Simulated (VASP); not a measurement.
# Co (P6/mmm) in VASP: a series of runs, part 2 of 2

VASP 6.6.1.

## (4) Single point, PBE, collinear spin, ferromagnetic start (volume scaled by 0.92)

Input file INCAR:

```
SYSTEM = Co
ALGO = Normal ; EDIFF = 1E-6
ENCUT = 520 ; GGA = PE
ISIF = 2 ; ISMEAR = -1
ISPIN = 2 ; LASPH = .True.
LCHARG = .False. ; LMAXMIX = 4
LORBIT = 11 ; LREAL = .False.
LWAVE = .False. ; MAGMOM = 1.7
NBANDS = 14 ; NELM = 150
PREC = Accurate ; SIGMA = 0.1
```

Input file KPOINTS:

```
k-points
0
Gamma
  18 18 17
  0 0 0
```

Input file POSCAR:

```
Co
1.0
    2.3867169088      0.0000000000      0.0000000000
   -1.1933584544      2.0669574746      0.0000000000
    0.0000000000      0.0000000000      2.2418192640
Co
1
Direct
    0.0000000000      0.0000000000      0.0000000000
```

Potentials or basis: VASP PAW PBE potentials, release 64 (Co).

The run is started by

```console
$ cat potpaw_PBE.64/Co/POTCAR > POTCAR
$ mpirun -np 1 vasp_std > vasp.out
```

OUTCAR:

```text
SYSTEM = Co
   EDIFF = 1E-6
   ENCUT = 520
   GGA = PE
   ISIF = 2
   ISMEAR = -1
   ISPIN = 2
   LASPH = .True.
   LORBIT = 11
   LREAL = .False.
   NELM = 150
   PREC = Accurate

 ion  position               nearest neighbor table
   1  0.000  0.000  0.000-

  LATTYP: Found a hexagonal cell.
 ALAT       =     2.3867169088
 C/A-ratio  =     0.9392899743

  Lattice vectors:

 A1 = (   2.3867169088,   0.0000000000,   0.0000000000)
 A2 = (  -1.1933584544,   2.0669574746,   0.0000000000)
 A3 = (   0.0000000000,   0.0000000000,   2.2418192640)

Analysis of symmetry for initial positions (statically):
=====================================================================
 Subroutine PRICEL returns:
 Original cell was already a primitive cell.

 Routine SETGRP: Setting up the symmetry group for a
 hexagonal supercell.

 Subroutine GETGRP returns: Found 24 space group operations
 (whereof 24 operations were pure point group operations)
 out of a pool of 24 trial point group operations.

The static configuration has the point symmetry D_6h.

Analysis of symmetry for dynamics (positions and initial velocities):
=====================================================================
 Subroutine PRICEL returns:
 Original cell was already a primitive cell.

 Routine SETGRP: Setting up the symmetry group for a
 hexagonal supercell.

 Subroutine GETGRP returns: Found 24 space group operations
 (whereof 24 operations were pure point group operations)
 out of a pool of 24 trial point group operations.

The dynamic configuration has the point symmetry D_6h.

Analysis of structural, dynamic, and magnetic symmetry:
=====================================================================
 Subroutine PRICEL returns:
 Original cell was already a primitive cell.

 Routine SETGRP: Setting up the symmetry group for a
 hexagonal supercell.

 Subroutine GETGRP returns: Found 24 space group operations
 (whereof 24 operations were pure point group operations)
 out of a pool of 24 trial point group operations.
[... 151 lines left out ...]
 fundamental gap:      0.0006446520
 Fermi energy:        10.2461204860

 spin component 1

 k-point     1 :       0.0000    0.0000    0.0000
  band No.  band energies     occupation
      1       1.2097      1.00000
      2       5.6084      1.00000
      3       7.5603      1.00000
      4       7.5603      1.00000
      5       9.4030      0.99978
      6       9.4030      0.99978
      7      30.6355      0.00000
      8      33.0269      0.00000
      9      35.9572      0.00000
     10      36.9774      0.00000
     11      36.9774      0.00000
     12      39.1730      0.00000
     13      39.1730      0.00000
     14      45.4507      0.00000
[... 379 lines left out ...]
      3       8.1730      1.00000
      4       8.2734      1.00000
      5       9.0728      0.99999
      6      11.0227      0.00042
      7      16.7514      0.00000
      8      24.4699      0.00000
      9      36.6121      0.00000
     10      37.3808      0.00000
     11      39.5947      0.00000
     12      43.5554      0.00000
     13      45.4700      0.00000
     14      47.2416      0.00000

 [... further k-points ...]

 spin component 2

 k-point     1 :       0.0000    0.0000    0.0000
  band No.  band energies     occupation
      1       1.3485      1.00000
      2       6.6817      1.00000
      3       9.0411      0.99999
      4       9.0411      0.99999
      5      11.5922      0.00000
      6      11.5922      0.00000
      7      31.0243      0.00000
      8      32.8620      0.00000
      9      36.2042      0.00000
     10      37.5477      0.00000
     11      37.5477      0.00000
     12      39.4452      0.00000
     13      39.4452      0.00000
     14      46.7404      0.00000
[... 379 lines left out ...]
      3       8.8623      1.00000
      4      10.3102      0.34515
      5      11.2216      0.00006
      6      12.2400      0.00000
      7      17.5850      0.00000
      8      24.8491      0.00000
      9      36.9692      0.00000
     10      37.3173      0.00000
     11      40.0894      0.00000
     12      43.9581      0.00000
     13      45.8107      0.00000
     14      49.8770      0.00000

 [... further k-points ...]
[... 5 lines left out ...]
  --------------------------------------------------------------------------------------
  -------------------------------------------------------------------------------------
  Total        1.0034323      1.0034323      0.9711815      0.0000000     -0.0000000     -0.0000000
  in kB      145.3669208    145.3669207    140.6947627      0.0000000     -0.0000000     -0.0000000
  external PRESSURE =     143.8095347 kB  Pullay stress =       0.0000000 kB

 VOLUME and BASIS-vectors are now :
 -----------------------------------------------------------------------------
  energy-cutoff  :      520.00
  volume of cell :       11.06
      direct lattice vectors                 reciprocal lattice vectors
     2.386716909  0.000000000  0.000000000     0.418985593  0.241901445  0.000000000
    -1.193358454  2.066957475  0.000000000     0.000000000  0.483802890  0.000000000
     0.000000000  0.000000000  2.241819264     0.000000000  0.000000000  0.446066289

 POSITION                                       TOTAL-FORCE (eV/Angst)
 -----------------------------------------------------------------------------------
      0.00000      0.00000      0.00000         0.000000      0.000000      0.000000
 -----------------------------------------------------------------------------------
    total drift:                                0.000000      0.000000      0.000000

  FREE ENERGIE OF THE ION-ELECTRON SYSTEM (eV)
  ---------------------------------------------------
  free  energy   TOTEN  =        -6.5169546001 eV

  energy  without entropy=       -6.4641073390  energy(sigma->0) =       -6.49053097

 total charge

# of ion       s       p       d       tot
------------------------------------------
    1        0.517   0.504   7.325   8.346

 magnetization (x)

# of ion       s       p       d       tot
------------------------------------------
    1        0.003  -0.010   1.624   1.617
```

OSZICAR:

```text
N       E                     dE             d eps       ncg     rms          rms(c)
DAV:   1     0.287326356472E+02    0.28733E+02   -0.38035E+03 19408   0.759E+02
DAV:   2    -0.607290431853E+01   -0.34806E+02   -0.32392E+02 20646   0.147E+02
DAV:   3    -0.731625869659E+01   -0.12434E+01   -0.12324E+01 23330   0.290E+01
DAV:   4    -0.732489456338E+01   -0.86359E-02   -0.86330E-02 22980   0.226E+00
DAV:   5    -0.732502573933E+01   -0.13118E-03   -0.13117E-03 24898   0.260E-01    0.964E+00
DAV:   6    -0.666070312141E+01    0.66432E+00   -0.91482E+00 25596   0.349E+01    0.428E+00
DAV:   7    -0.652853695637E+01    0.13217E+00   -0.10557E+00 23114   0.108E+01    0.243E+00
DAV:   8    -0.652125889210E+01    0.72781E-02   -0.14139E-02 25018   0.822E-01    0.143E+00
DAV:   9    -0.651698426054E+01    0.42746E-02   -0.69104E-03 26652   0.568E-01    0.356E-01
DAV:  10    -0.651688295836E+01    0.10130E-03   -0.23209E-04 25042   0.120E-01    0.165E-01
DAV:  11    -0.651695250347E+01   -0.69545E-04   -0.30355E-04 24920   0.163E-01    0.291E-02
DAV:  12    -0.651695502333E+01   -0.25199E-05   -0.76817E-06 22302   0.236E-02    0.108E-02
DAV:  13    -0.651695460010E+01    0.42323E-06   -0.59727E-07 16494   0.747E-03
   1 F= -.65169546E+01 E0= -.64905310E+01  d E =-.528473E-01  mag=     1.6177
```

stdout:

```text
POSCAR found type information on POSCAR Co
 POSCAR found :  1 types and       1 ions
 scaLAPACK will be used
 LDA part: xc-table for (Slater+PW92), standard interpolation
 POSCAR, INCAR and KPOINTS ok, starting setup
 FFT: planning ... GRIDC
 FFT: planning ... GRID_SOFT
 FFT: planning ... GRID
 WAVECAR not read
 entering main loop
```

It took 54 s on 1 thread of Intel Xeon Platinum 8559C (Emerald Rapids), shared host; peak memory 0.19 GiB.

Results:

```
Free energy                                           : -6.5170 eV
Pressure                                              : 14.4 GPa
Net moment                                            : 1.62 μB per cell
Site moments                                          : Co +1.62 μB
Valence electrons inside the program's atomic spheres : Co 8.35
```

Levels at points of the mesh, in eV from the Fermi level:
Spin up:
| k point | band 3 | band 4 | band 5 | band 6 | band 7 | band 8 |
| --- | --- | --- | --- | --- | --- | --- |
| (0.00, 0.00, 0.00) | -2.69 | -2.69 | -0.84 | -0.84 | 20.39 | 22.78 |
| (0.50, 0.00, 0.00) | -2.05 | -1.09 | -0.62 | -0.38 | 5.72 | 16.93 |
Spin down:
```tsv
k point	band 1	band 2	band 3	band 4	band 5	band 6	band 7	band 8	band 9
(0.00, 0.00, 0.00)	-8.90	-3.56	-1.21	-1.21	1.35	1.35	20.78	22.62	25.96
(0.50, 0.00, 0.00)	-4.35	-2.94	-0.56	-0.02	1.07	1.32	6.68	17.23	23.49
```
